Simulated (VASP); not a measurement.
Write the native input for VASP 6.6.1 that does the following.

```yaml
Task: single point
Functional: PBE
Dispersion: D3(BJ)
Potentials_or_basis: VASP PAW PBE potentials, release 64 (P)
Cutoff: 520 eV
k_mesh: 8 × 8 × 6
Occupations: fermi-dirac, width 0.05 eV
Spin: no spin polarisation
Dipole_correction: no
Further_INCAR_settings: ALGO = Normal; EDIFF = 1e-06; NBANDS = 18
```

The structure of P lies in POSCAR:

```
P
1.0
    1.6605032704     -5.0842263730      0.0000000000
    1.6605032704      5.0842263730      0.0000000000
    0.0000000000      0.0000000000      4.1634445881
P
4
Direct
    0.8933409616      0.1066590384      0.5715734972
    0.1066590384      0.8933409616      0.4284265028
    0.6066590384      0.3933409616      0.0715734972
    0.3933409616      0.6066590384      0.9284265028
```

The input as run:

INCAR

```
SYSTEM = P
PREC     = Accurate       ! precision mode
ENCUT    = 520            ! plane-wave cutoff, eV
EDIFF    = 1E-6           ! SCF threshold, eV
ISMEAR   = -1             ! smearing method
SIGMA    = 0.05           ! smearing width, eV
LREAL    = .False.        ! projectors in reciprocal space
LASPH    = .True.         ! aspherical terms in the spheres
NELM     = 80             ! most SCF steps
ALGO     = Normal         ! electronic algorithm
ISIF     = 2              ! what is computed and relaxed
LWAVE    = .False.        ! write WAVECAR
LCHARG   = .True.         ! write CHGCAR
GGA      = PE             ! functional
IVDW     = 12             ! dispersion correction
LELF     = .True.         ! ELF
LVHAR    = .True.       
NBANDS   = 18             ! bands
```

KPOINTS

```
regular mesh
0
Gamma
  8 8 6
  0 0 0
```

Potentials or basis: VASP PAW PBE potentials, release 64 (P).

Command:

```bash
$ cat potpaw_PBE.64/P/POTCAR > POTCAR
$ mpirun -np 1 vasp_std > vasp.out
```

It gave:

```yaml
Pressure: -0.3 GPa
Largest_force: 0.066 eV/Å
Band_gap_on_the_k_mesh: zero (bands 10 and 11 overlap by 0.26 eV)
Dispersion_energy_per_atom: -0.399 eV
```

It took 120 s on 1 thread of Oxide Virtual Turin-like Processor, on a shared host, peak memory 0.22 GiB.
